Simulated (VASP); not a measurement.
Here is a VASP 6.6.1 calculation.

The input INCAR:

```
ALGO     = Normal         # electronic algorithm
EDIFF    = 1E-6           # SCF threshold, eV
ENCUT    = 500            # plane-wave cutoff, eV
GGA      = PE             # functional
GGA_COMPAT= False        
ISIF     = 2              # what is computed and relaxed
ISMEAR   = 0              # smearing method
LASPH    = True           # aspherical terms in the spheres
LCHARG   = True           # write CHGCAR
LELF     = True           # ELF
LREAL    = False          # projectors in reciprocal space
LVHAR    = True         
LWAVE    = False          # write WAVECAR
NBANDS   = 72             # bands
NELM     = 120            # most SCF steps
PREC     = Accurate       # precision mode
SIGMA    = 0.02           # smearing width, eV
```

KPOINTS

```
k-points
0
Gamma
  12 12 2
```

POSCAR

```
Sn5GeSe6
1.0
    4.2365916859      0.0000000000      0.0000000000
   -2.1182958430      3.6689960254      0.0000000000
    0.0000000000      0.0000000000     20.8054288800
Sn Ge Se
5 1 6
Direct
    0.3333333333      0.6666666667      0.8295690354
    0.6666666667      0.3333333333      0.6589938909
    0.3333333333      0.6666666667      0.3410061091
    0.6666666667      0.3333333333      0.1704309646
    0.0000000000      0.0000000000      0.0000000000
    0.0000000000      0.0000000000      0.5000000000
    0.0000000000      0.0000000000      0.7445143951
    0.3333333333      0.6666666667      0.5741952557
    0.6666666667      0.3333333333      0.4258047443
    0.0000000000      0.0000000000      0.2554856049
    0.3333333333      0.6666666667      0.0851551406
    0.6666666667      0.3333333333      0.9148448594
```

Potentials or basis: VASP PAW PBE potentials, release 64 (Sn_d, Ge_d, Se).

Run with:

```console
$ cat potpaw_PBE.64/Sn_d/POTCAR potpaw_PBE.64/Ge_d/POTCAR potpaw_PBE.64/Se/POTCAR > POTCAR
$ mpirun -np 1 vasp_std > vasp.out
```

What does it give for the largest force?

0.003 eV/Å.

What does it give for the pressure?

0.0 GPa.

Forces in eV/Å, atoms in the order of the input:
```
Sn   0.000  0.000  0.000
Sn   0.000  0.000 -0.003
Sn   0.000  0.000  0.003
Sn   0.000  0.000  0.000
Sn   0.000  0.000  0.000
Ge   0.000  0.000  0.000
Se   0.000  0.000  0.001
Se   0.000  0.000  0.000
Se   0.000  0.000  0.000
Se   0.000  0.000 -0.001
Se   0.000  0.000  0.000
Se   0.000  0.000  0.000
```
